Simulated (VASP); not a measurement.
# Ta (Fd-3m) in VASP: notebook, part 2 of 2

VASP 6.6.1.

### Step 3. Relaxation of cell and atoms, PBE

This run uses another cell than the first one, of 23.39 Å³/atom.

Input file INCAR:

```
PREC     = Accurate       # precision mode
ENCUT    = 500            # plane-wave cutoff, eV
EDIFF    = 1E-7           # SCF threshold, eV
ISMEAR   = 0              # smearing method
SIGMA    = 0.05           # smearing width, eV
LREAL    = F              # projectors in reciprocal space
LASPH    = T              # aspherical terms in the spheres
NELM     = 120            # most SCF steps
ALGO     = Normal         # electronic algorithm
ISIF     = 3              # what is computed and relaxed
LWAVE    = F              # write WAVECAR
LCHARG   = F              # write CHGCAR
GGA      = PE             # functional
IBRION   = 2              # ionic algorithm
NSW      = 80             # ionic steps
EDIFFG   = -0.03          # ionic threshold
GGA_COMPAT= F            
NELMIN   = 4
```

Input file KPOINTS:

```
Automatic mesh
0
Gamma
  8 8 8
```

Input file POSCAR:

```
Ta
1.0
    0.0000000000      2.8600000000      2.8600000000
    2.8600000000      0.0000000000      2.8600000000
    2.8600000000      2.8600000000      0.0000000000
Ta
2
Direct
    1.0000000000      1.0000000000      1.0000000000
    0.2500000000      0.2500000000      0.2500000000
```

Potentials or basis: VASP PAW PBE potentials, release 64 (Ta_pv).

Started as:

```console
$ cat potpaw_PBE.64/Ta_pv/POTCAR > POTCAR
$ mpirun -np 1 vasp_std > vasp.out
```

OUTCAR:

```text
PREC = Accurate
   ENCUT = 500
   EDIFF = 1E-7
   ISMEAR = 0
   LREAL = F
   LASPH = T
   NELM = 120
   ISIF = 3
   GGA = PE
   IBRION = 2
   NSW = 80
   EDIFFG = -0.03
   NELMIN = 4

 ion  position               nearest neighbor table
   1  0.000  0.000  0.000-   2 2.48   2 2.48   2 2.48   2 2.48
   2  0.250  0.250  0.250-   1 2.48   1 2.48   1 2.48   1 2.48

  LATTYP: Found a face centered cubic cell.
 ALAT       =     5.7200000000

  Lattice vectors:

 A1 = (   0.0000000000,   2.8600000000,   2.8600000000)
 A2 = (   2.8600000000,   0.0000000000,   2.8600000000)
 A3 = (   2.8600000000,   2.8600000000,   0.0000000000)

Analysis of symmetry for initial positions (statically):
=====================================================================
 Subroutine PRICEL returns:
 Original cell was already a primitive cell.

 Routine SETGRP: Setting up the symmetry group for a
 face centered cubic supercell.

 Subroutine GETGRP returns: Found 48 space group operations
 (whereof 24 operations were pure point group operations)
 out of a pool of 48 trial point group operations.

The static configuration has the point symmetry T_d .
 The point group associated with its full space group is O_h .

Analysis of symmetry for dynamics (positions and initial velocities):
=====================================================================
 Subroutine PRICEL returns:
 Original cell was already a primitive cell.

 Routine SETGRP: Setting up the symmetry group for a
 face centered cubic supercell.

 Subroutine GETGRP returns: Found 48 space group operations
 (whereof 24 operations were pure point group operations)
 out of a pool of 48 trial point group operations.

The dynamic configuration has the point symmetry T_d .
 The point group associated with its full space group is O_h .

 Subroutine INISYM returns: Found 48 space group operations
 (whereof 24 operations are pure point group operations),
 and found     1 'primitive' translations

----------------------------------------------------------------------------------------

                                     Primitive cell

  volume of cell :      46.7873

  direct lattice vectors                    reciprocal lattice vectors
     0.000000000  2.860000000  2.860000000    -0.174825175  0.174825175  0.174825175
     2.860000000  0.000000000  2.860000000     0.174825175 -0.174825175  0.174825175
     2.860000000  2.860000000  0.000000000     0.174825175  0.174825175 -0.174825175

  length of vectors
     4.044650788  4.044650788  4.044650788     0.302806085  0.302806085  0.302806085

  position of ions in fractional coordinates (direct lattice)
     0.000000000  0.000000000  0.000000000
     0.250000000  0.250000000  0.250000000

  ion indices of the primitive-cell ions
   primitive index   ion index
                 1           1
                 2           2

----------------------------------------------------------------------------------------

 KPOINTS: Automatic mesh

Automatic generation of k-mesh.
 Grid dimensions read from file:
 generate k-points for:    8    8    8

 Generating k-lattice:

  Cartesian coordinates                     Fractional coordinates (reciprocal lattice)
    -0.021853147  0.021853147  0.021853147     0.125000000  0.000000000  0.000000000
     0.021853147 -0.021853147  0.021853147     0.000000000  0.125000000  0.000000000
     0.021853147  0.021853147 -0.021853147     0.000000000  0.000000000  0.125000000

  Length of vectors
     0.037850761  0.037850761  0.037850761

  Shift w.r.t. Gamma in fractional coordinates (k-lattice)
     0.000000000  0.000000000  0.000000000

 Subroutine IBZKPT returns following result:
 ===========================================

 Found     29 irreducible k-points:

 Following reciprocal coordinates:
            Coordinates               Weight
  0.000000  0.000000  0.000000      1.000000
  0.125000  0.000000  0.000000      8.000000
  0.250000  0.000000  0.000000      8.000000
  0.375000  0.000000  0.000000      8.000000
  0.500000  0.000000  0.000000      4.000000
  0.125000  0.125000  0.000000      6.000000
[... 16 lines left out ...]
  0.500000  0.250000  0.125000     48.000000
 -0.375000  0.250000  0.125000     24.000000
 [... further k-points ...]
   k-points           NKPTS =     29   k-points in BZ     NKDIM =     29   number of bands    NBANDS=     15
   number of dos      NEDOS =    301   number of ions     NIONS =      2
   total plane-waves  NPLWV =  27000
   dimension x,y,z NGX =    30 NGY =   30 NGZ =   30
   dimension x,y,z NGXF=    60 NGYF=   60 NGZF=   60
   ions per type =               2
   NGX,Y,Z   is equivalent  to a cutoff of  12.33, 12.33, 12.33 a.u.
   NGXF,Y,Z  is equivalent  to a cutoff of  24.66, 24.66, 24.66 a.u.
 SYSTEM =  unknown system
   PREC   = accura    normal or accurate (medium, high low for compatibility)
   ISTART =      0    job   : 0-new  1-cont  2-samecut
   ICHARG =      2    charge: 1-file 2-atom 10-const
   ISPIN  =      1    spin polarized calculation?
   LNONCOLLINEAR =      F non collinear calculations
   LSORBIT =      F    spin-orbit coupling
   LASPH  =      T    aspherical Exc in radial PAW
   ENCUT  =  500.0 eV  36.75 Ry    6.06 a.u.   7.37  7.37  7.37*2*pi/ulx,y,z
   NELM   =    120;   NELMIN=  4; NELMDL= -5     # of ELM steps
   EDIFF  = 0.1E-06   stopping-criterion for ELM
   LREAL  =      F    real-space projection
   EDIFFG = -.3E-01   stopping-criterion for IOM
   NSW    =     80    number of steps for IOM
   IBRION =      2    ionic relax: 0-MD 1-quasi-New 2-CG
   NFREE  =      1    steps in history (QN), initial steepest desc. (CG)
   ISIF   =      3    stress and relaxation
   ISYM   =      2    0-nonsym 1-usesym 2-fastsym
   POTIM  = 0.5000    time-step for ionic-motion
   TEBEG  =    0.0;   TEEND  =   0.0 temperature during run
   PSTRESS=    0.0 pullay stress
   NELECT =      22.0000    total number of electrons
   NUPDOWN=      -1.0000    fix difference up-down
   EMIN   =  10.00;   EMAX   =-10.00  energy-range for DOS
   EFERMI =   0.00;   METHOD = LEGACY
   ISMEAR =     0;   SIGMA  =   0.05  broadening in eV -4-tet -1-fermi 0-gaus
   EFERMI_NEDOS =   21; number of points for ismear=-14 and -15
   IALGO  =     38    algorithm
   IMIX   =      4    mixing-type and parameters
     AMIX     =   0.40;   BMIX     =  1.00
     AMIX_MAG =   1.60;   BMIX_MAG =  1.00
  volume/ion in A,a.u.               =      23.39       157.87
  Fermi-wavevector in a.u.,A,eV,Ry     =   1.273033  2.405684 22.049782  1.620613
  Thomas-Fermi vector in A             =   2.405879
   LORBIT       =      0    0 simple, 1 ext, 2 COOP (PROOUT), +10 PAW based schemes
   GGA     = PE    functional components
   LHFCALC =     F    Hartree Fock is set to
   AEXX    =    0.0000 exact exchange contribution
   IVDW    =     0    specifies the selected vdW correction
   LEPSILON=     F    determine dielectric tensor
   LRPA    =     F    only Hartree local field effects (RPA)
 conjugate gradient relaxation of ions
 non-spin polarized calculation
 Gauss-broadening in eV      SIGMA  =   0.05
  energy-cutoff  :      500.00
  volume of cell :       46.79
 maximum number of plane-waves:      1243
 NGX is ok and might be reduce to    30
   NGX = 15   NGY = 15   NGZ = 15

--------------------------------------- Ionic step        1  -------------------------------------------

 number of electron      22.0000002 magnetization

 Free energy of the ion-electron system (eV)
  ---------------------------------------------------
  ext. energy  EPLUGINS =         0.00000000
  ---------------------------------------------------
  free energy    TOTEN  =       -17.32387688 eV

  energy without entropy =      -17.31543130  energy(sigma->0) =      -17.31965409

 E-fermi :   3.2498     XC(G=0): -10.8929

 val. band max:        3.2323988446   @ k =   0.3750   0.2500   0.0000
 cond. band min:       3.2552269909   @ k =   0.5000   0.2500   0.0000
 fundamental gap:      0.0228281463
 Fermi energy:         3.2498163997

 k-point     1 :       0.0000    0.0000    0.0000
  band No.  band energies     occupation
      1     -30.9744      2.00000
      2     -30.9744      2.00000
      3     -30.9744      2.00000
      4     -29.6533      2.00000
      5     -29.6533      2.00000
      6     -29.6533      2.00000
      7      -2.9234      2.00000
      8       1.7075      2.00000
      9       1.7075      2.00000
     10       2.8995      2.00000
     11       2.8995      2.00000
     12       2.8995      2.00000
[... 963 lines left out ...]
  energy  without entropy=      -17.8552891741  energy(sigma->0) =      -17.85838352

--------------------------------------- Ionic step        4  -------------------------------------------

 number of electron      22.0000002 magnetization

 Free energy of the ion-electron system (eV)
  ---------------------------------------------------
  ext. energy  EPLUGINS =         0.00000000
  ---------------------------------------------------
  free energy    TOTEN  =       -17.86173486 eV

  energy without entropy =      -17.85561479  energy(sigma->0) =      -17.85867483

 E-fermi :   1.9405     XC(G=0): -10.0004

 val. band max:        1.9364573416   @ k =   0.2500   0.2500   0.0000
 cond. band min:       1.9421507227   @ k =   0.3750   0.1250   0.0000
 fundamental gap:      0.0056933811
 Fermi energy:         1.9404682971

 k-point     1 :       0.0000    0.0000    0.0000
  band No.  band energies     occupation
      1     -32.1644      2.00000
      2     -32.1644      2.00000
      3     -32.1644      2.00000
      4     -31.3760      2.00000
      5     -31.3760      2.00000
      6     -31.3760      2.00000
      7      -3.5867      2.00000
      8       1.0327      2.00000
      9       1.0327      2.00000
     10       1.6880      2.00000
     11       1.6880      2.00000
     12       1.6880      2.00000
[... 446 lines left out ...]
  FREE ENERGIE OF THE ION-ELECTRON SYSTEM (eV)
  ---------------------------------------------------
  free  energy   TOTEN  =       -17.8617348636 eV

  energy  without entropy=      -17.8556147937  energy(sigma->0) =      -17.85867483

 reached required accuracy - stopping structural energy minimisation
```

Wall time 37 s (1 thread of AMD EPYC 9R45 (Zen 5), shared host); peak memory 0.14 GiB.

What came out:

| Property | Result |
| --- | --- |
| Free energy | -17.8617 eV |
| Relaxed volume | 28.50 Å³/atom |
| Relaxed cell | a = 4.320 Å, b = 4.320 Å, c = 4.320 Å, α = 60.00°, β = 60.00°, γ = 60.00° |
| Space group after relaxing (to 0.1 Å) | Fd-3m (No. 227) |
| Energy gained by relaxing | 268.9 meV/atom |
| Ionic steps | 4 |
| Pressure after relaxing | 0.0 GPa |
| Band gap on the k mesh | zero (bands 11 and 12 overlap by 1.02 eV) |

Step by step:
| step | energy change (eV) | largest force (eV/Å) | pressure (GPa) | volume (Å³) |
| --- | --- | --- | --- | --- |
| 1 | 0.0000 | 0.0000 | 19.67 | 46.79 |
| 2 | -0.1055 | 0.0000 | -9.93 | 69.06 |
| 3 | -0.5376 | 0.0000 | -0.32 | 57.23 |
| 4 | -0.5379 | 0.0000 | -0.04 | 57.01 |

Final structure:
```yaml
crystal:
  lattice:
    - [0.00000, 3.05473, 3.05473]
    - [3.05473, 0.00000, 3.05473]
    - [3.05473, 3.05473, 0.00000]
  atoms:
    - { symbol: Ta, position: [0.00000, 0.00000, 0.00000] }
    - { symbol: Ta, position: [0.25000, 0.25000, 0.25000] }
```

Levels at points of the mesh, in eV from the Fermi level:
```
           k point  band 8  band 9  band 10  band 11  band 12  band 13  band 14  band 15
(0.00, 0.00, 0.00)   -0.91   -0.91    -0.25    -0.25    -0.25     2.04     2.04     2.04
(0.50, 0.00, 0.00)   -1.11   -0.78    -0.78    -0.31    -0.31    -0.12     3.18     3.18
(0.50, 0.50, 0.00)   -1.87   -1.03    -1.03    -0.20    -0.20     1.85     1.85     4.28
```

Caveat: the volume moved by over 15 % at a fixed basis, so the end points are rough; spin-orbit coupling is left out, which moves the levels of the heavy elements.
